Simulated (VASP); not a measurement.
# BiTe (R-3m) in VASP: notebook, part 2 of 2

VASP 6.6.1. Earlier steps stand in the parts before.

## (3) Relaxation of shape and atoms at fixed volume, PBEsol (28.99 Å³/atom)

This run uses another cell than the first one, of 28.99 Å³/atom.

INCAR reads:

```
PREC     = Accurate       # precision mode
ENCUT    = 600            # plane-wave cutoff, eV
EDIFF    = 1E-6           # SCF threshold, eV
ISMEAR   = 0              # smearing method
SIGMA    = 0.1            # smearing width, eV
LREAL    = False          # projectors in reciprocal space
LASPH    = True           # aspherical terms in the spheres
NELM     = 100            # most SCF steps
ALGO     = Normal         # electronic algorithm
ISIF     = 4              # what is computed and relaxed
LWAVE    = False          # write WAVECAR
LCHARG   = False          # write CHGCAR
GGA      = PS             # functional
IBRION   = 2              # ionic algorithm
NSW      = 50             # ionic steps
EDIFFG   = -0.01          # ionic threshold
```

KPOINTS reads:

```
regular mesh
0
Gamma
  12 12 12
```

POSCAR reads:

```
BiTe
1.0
    2.3699005272      1.3682627073      2.9800037982
   -2.3699005272      1.3682627073      2.9800037982
    0.0000000000     -2.7365254146      2.9800037982
Bi Te
1 1
Direct
    0.5000000000      0.5000000000      0.5000000000
    0.0000000000      0.0000000000      0.0000000000
```

Potentials or basis: VASP PAW PBE potentials, release 64 (Bi_d, Te).

Command:

```bash
$ cat potpaw_PBE.64/Bi_d/POTCAR potpaw_PBE.64/Te/POTCAR > POTCAR
$ mpirun -np 1 vasp_std > vasp.out
```

OUTCAR:

```text
PREC = Accurate
   ENCUT = 600
   EDIFF = 1E-6
   ISMEAR = 0
   LREAL = False
   LASPH = True
   NELM = 100
   ISIF = 4
   GGA = PS
   IBRION = 2
   NSW = 50
   EDIFFG = -0.01

 ion  position               nearest neighbor table
   1  0.500  0.500  0.500-   2 3.12   2 3.12   2 3.12   2 3.12   2 3.12   2 3.12
   2  0.000  0.000  0.000-   1 3.12   1 3.12   1 3.12   1 3.12   1 3.12   1 3.12

  LATTYP: Found a trigonal (rhomboedric) cell.
 ALAT       =     4.0458613400
 COS(alpha) =     0.3137723045

  Lattice vectors:

 A1 = (   2.3699005272,   1.3682627073,   2.9800037982)
 A2 = (  -2.3699005272,   1.3682627073,   2.9800037982)
 A3 = (   0.0000000000,  -2.7365254146,   2.9800037982)

Analysis of symmetry for initial positions (statically):
=====================================================================
 Subroutine PRICEL returns:
 Original cell was already a primitive cell.

 Routine SETGRP: Setting up the symmetry group for a
 trigonal (rhombohedral) supercell.

 Subroutine GETGRP returns: Found 12 space group operations
 (whereof 12 operations were pure point group operations)
 out of a pool of 12 trial point group operations.

The static configuration has the point symmetry D_3d.

Analysis of symmetry for dynamics (positions and initial velocities):
=====================================================================
 Subroutine PRICEL returns:
 Original cell was already a primitive cell.

 Routine SETGRP: Setting up the symmetry group for a
 trigonal (rhombohedral) supercell.

 Subroutine GETGRP returns: Found 12 space group operations
 (whereof 12 operations were pure point group operations)
 out of a pool of 12 trial point group operations.

The dynamic configuration has the point symmetry D_3d.

 Subroutine INISYM returns: Found 12 space group operations
 (whereof 12 operations are pure point group operations),
 and found     1 'primitive' translations

----------------------------------------------------------------------------------------

                                     Primitive cell

  volume of cell :      57.9786

  direct lattice vectors                    reciprocal lattice vectors
     2.369900527  1.368262707  2.980003798     0.210979319  0.121808967  0.111856681
    -2.369900527  1.368262707  2.980003798    -0.210979319  0.121808967  0.111856681
     0.000000000 -2.736525415  2.980003798     0.000000000 -0.243617934  0.111856681

  length of vectors
     4.045861340  4.045861340  4.045861340     0.268070167  0.268070167  0.268070167

  position of ions in fractional coordinates (direct lattice)
     0.500000000  0.500000000  0.500000000
     0.000000000  0.000000000  0.000000000

  ion indices of the primitive-cell ions
   primitive index   ion index
                 1           1
                 2           2

----------------------------------------------------------------------------------------

 KPOINTS: regular mesh

Automatic generation of k-mesh.
 Grid dimensions read from file:
 generate k-points for:   12   12   12

 Generating k-lattice:
[... 46 lines left out ...]
   total plane-waves  NPLWV =  32768
   dimension x,y,z NGX =    32 NGY =   32 NGZ =   32
   dimension x,y,z NGXF=    64 NGYF=   64 NGZF=   64
   ions per type =               1   1
   NGX,Y,Z   is equivalent  to a cutoff of  13.15, 13.15, 13.15 a.u.
   NGXF,Y,Z  is equivalent  to a cutoff of  26.30, 26.30, 26.30 a.u.
 SYSTEM =  unknown system
   PREC   = accura    normal or accurate (medium, high low for compatibility)
   ISTART =      0    job   : 0-new  1-cont  2-samecut
   ICHARG =      2    charge: 1-file 2-atom 10-const
   ISPIN  =      1    spin polarized calculation?
   LNONCOLLINEAR =      F non collinear calculations
   LSORBIT =      F    spin-orbit coupling
   LASPH  =      T    aspherical Exc in radial PAW
   ENCUT  =  600.0 eV  44.10 Ry    6.64 a.u.   8.08  8.08  8.08*2*pi/ulx,y,z
   NELM   =    100;   NELMIN=  2; NELMDL= -5     # of ELM steps
   EDIFF  = 0.1E-05   stopping-criterion for ELM
   LREAL  =      F    real-space projection
   EDIFFG = -.1E-01   stopping-criterion for IOM
   NSW    =     50    number of steps for IOM
   IBRION =      2    ionic relax: 0-MD 1-quasi-New 2-CG
   NFREE  =      1    steps in history (QN), initial steepest desc. (CG)
   ISIF   =      4    stress and relaxation
   ISYM   =      2    0-nonsym 1-usesym 2-fastsym
   POTIM  = 0.5000    time-step for ionic-motion
   TEBEG  =    0.0;   TEEND  =   0.0 temperature during run
   PSTRESS=    0.0 pullay stress
   NELECT =      21.0000    total number of electrons
   NUPDOWN=      -1.0000    fix difference up-down
   EMIN   =  10.00;   EMAX   =-10.00  energy-range for DOS
   EFERMI =   0.00;   METHOD = LEGACY
   ISMEAR =     0;   SIGMA  =   0.10  broadening in eV -4-tet -1-fermi 0-gaus
   EFERMI_NEDOS =   21; number of points for ismear=-14 and -15
   IALGO  =     38    algorithm
   IMIX   =      4    mixing-type and parameters
     AMIX     =   0.40;   BMIX     =  1.00
     AMIX_MAG =   1.60;   BMIX_MAG =  1.00
  volume/ion in A,a.u.               =      28.99       195.63
  Fermi-wavevector in a.u.,A,eV,Ry     =   1.166967  2.205249 18.528588  1.361813
  Thomas-Fermi vector in A             =   2.303474
   LORBIT       =      0    0 simple, 1 ext, 2 COOP (PROOUT), +10 PAW based schemes
   GGA     = PS    functional components
   LHFCALC =     F    Hartree Fock is set to
   AEXX    =    0.0000 exact exchange contribution
   IVDW    =     0    specifies the selected vdW correction
   LEPSILON=     F    determine dielectric tensor
   LRPA    =     F    only Hartree local field effects (RPA)
 conjugate gradient relaxation of ions
 non-spin polarized calculation
 Gauss-broadening in eV      SIGMA  =   0.10
  energy-cutoff  :      600.00
  volume of cell :       57.98
 maximum number of plane-waves:      1958
   NGX = 17   NGY = 17   NGZ = 17

--------------------------------------- Ionic step        1  -------------------------------------------

 number of electron      20.9999996 magnetization

 Free energy of the ion-electron system (eV)
  ---------------------------------------------------
  ext. energy  EPLUGINS =         0.00000000
  ---------------------------------------------------
  free energy    TOTEN  =        -7.92740413 eV

  energy without entropy =       -7.92249528  energy(sigma->0) =       -7.92494971

------------------------ aborting loop because EDIFF is reached ----------------------------------------

  FORCE on cell =-STRESS in cart. coord.  units (eV):
  Direction    XX          YY          ZZ          XY          YZ          ZX
  --------------------------------------------------------------------------------------
  -------------------------------------------------------------------------------------
  Total        2.1191967      2.1191967      1.8104687      0.0000000      0.0000000      0.0000000
  in kB       58.5617682     58.5617682     50.0303948      0.0000000      0.0000000      0.0000000
  external PRESSURE =      55.7179770 kB  Pullay stress =       0.0000000 kB
[... 59 lines left out ...]
--------------------------------------- Ionic step        3  -------------------------------------------

 number of electron      20.9999998 magnetization

 Free energy of the ion-electron system (eV)
  ---------------------------------------------------
  ext. energy  EPLUGINS =         0.00000000
  ---------------------------------------------------
  free energy    TOTEN  =        -7.93064622 eV

  energy without entropy =       -7.92504483  energy(sigma->0) =       -7.92784553

 E-fermi :   8.3078     XC(G=0): -10.3485

 val. band max:        8.2831306787   @ k =   0.1667   0.1667  -0.0000
 cond. band min:       8.3112757077   @ k =  -0.3333   0.3333   0.2500
 fundamental gap:      0.0281450290
 Fermi energy:         8.3078335017

 k-point     1 :       0.0000    0.0000    0.0000
  band No.  band energies     occupation
      1     -14.8421      2.00000
      2     -14.8421      2.00000
      3     -14.8278      2.00000
      4     -14.8278      2.00000
      5     -14.7917      2.00000
      6      -6.0910      2.00000
      7       0.4483      2.00000
      8       4.9443      2.00000
      9       4.9443      2.00000
     10       6.9616      2.00000
     11      10.6676      0.00000
     12      11.7535      0.00000
     13      11.7535      0.00000
     14      11.8302      0.00000
[... 377 lines left out ...]
      1     -14.8472      2.00000
      2     -14.8408      2.00000
      3     -14.8322      2.00000
      4     -14.8080      2.00000
      5     -14.7883      2.00000
      6      -3.8399      2.00000
      7      -3.1973      2.00000
      8       4.0014      2.00000
      9       6.0540      2.00000
     10       6.9668      2.00000
     11       8.2720      1.38776
     12       9.8820      0.00000
     13      10.5295      0.00000
     14      13.2684      0.00000

 [... further k-points ...]
[... 5 lines left out ...]
  --------------------------------------------------------------------------------------
  -------------------------------------------------------------------------------------
  Total        1.8113842      1.8113842      1.7920881      0.0000000      0.0000000      0.0000000
  in kB       50.0556946     50.0556946     49.5224668      0.0000000      0.0000000      0.0000000
  external PRESSURE =      49.8779520 kB  Pullay stress =       0.0000000 kB
[... 17 lines left out ...]
  FREE ENERGIE OF THE ION-ELECTRON SYSTEM (eV)
  ---------------------------------------------------
  free  energy   TOTEN  =        -7.9306462221 eV

  energy  without entropy=       -7.9250448312  energy(sigma->0) =       -7.92784553

 reached required accuracy - stopping structural energy minimisation
```

Wall time 5.5 min (1 thread of Intel Xeon 8259CL, shared host); peak memory 0.35 GiB.

Results:

| Item | Value |
| --- | --- |
| Free energy | -7.9306 eV |
| Energy gained by relaxing | 1.6 meV/atom |
| Ionic steps | 3 |
| Pressure after relaxing | 5.0 GPa |
| Band gap on the k mesh | zero (an odd number of electrons rules out a gap without spin polarisation) |

Step by step:
| step | energy change (eV) | largest force (eV/Å) | pressure (GPa) | volume (Å³) |
| --- | --- | --- | --- | --- |
| 1 | 0.0000 | 0.0000 | 5.57 | 57.98 |
| 2 | -0.0014 | 0.0000 | 5.42 | 57.98 |
| 3 | -0.0032 | 0.0000 | 4.99 | 57.98 |

Final structure:
```
Bi Te
1.0
     2.39367    1.38199    2.92112
    -2.39367    1.38199    2.92112
     0.00000   -2.76397    2.92112
Bi Te
1 1
Direct
  0.50000 0.50000 0.50000
  0.00000 0.00000 0.00000
```

Caveat: the PAW data sets were made with another functional, which shifts forces and pressure a little; spin-orbit coupling is left out, which moves the levels of the heavy elements.
